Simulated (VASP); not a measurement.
Here is a VASP 6.6.1 calculation.

File INCAR:

```
SYSTEM = Y3RhAu
ALGO     = Normal         ! electronic algorithm
EDIFF    = 1E-7           ! SCF threshold, eV
ENCUT    = 520            ! plane-wave cutoff, eV
GGA      = PE             ! functional
ISIF     = 2              ! what is computed and relaxed
ISMEAR   = 0              ! smearing method
LASPH    = .True.         ! aspherical terms in the spheres
LCHARG   = .False.        ! write CHGCAR
LREAL    = .False.        ! projectors in reciprocal space
LWAVE    = .False.        ! write WAVECAR
NBANDS   = 38             ! bands
NELM     = 100            ! most SCF steps
PREC     = Accurate       ! precision mode
SIGMA    = 0.1            ! smearing width, eV
```

Contents of KPOINTS:

```
k-points
0
Gamma
  4 4 4
  0 0 0
```

The input POSCAR:

```
Y3RhAu
1.0
    5.0036228300      0.0000000000      0.0000000000
    0.0000000000      5.0036228300      0.0000000000
    0.0000000000      0.0000000000      5.0036228300
Y Rh Au
3 1 1
Direct
    0.5000000000      0.0000000000      0.5000000000
    0.5000000000      0.5000000000      0.0000000000
    0.0000000000      0.5000000000      0.5000000000
    0.5000000000      0.5000000000      0.5000000000
    0.0000000000      0.0000000000      0.0000000000
```

Potentials or basis: VASP PAW PBE potentials, release 64 (Y_sv, Rh_pv, Au).

Run with:

```bash
$ cat potpaw_PBE.64/Y_sv/POTCAR potpaw_PBE.64/Rh_pv/POTCAR potpaw_PBE.64/Au/POTCAR > POTCAR
$ mpirun -np 1 vasp_std > vasp.out
```

Question: What does it give for the pressure?

Answer: 13.1 GPa.
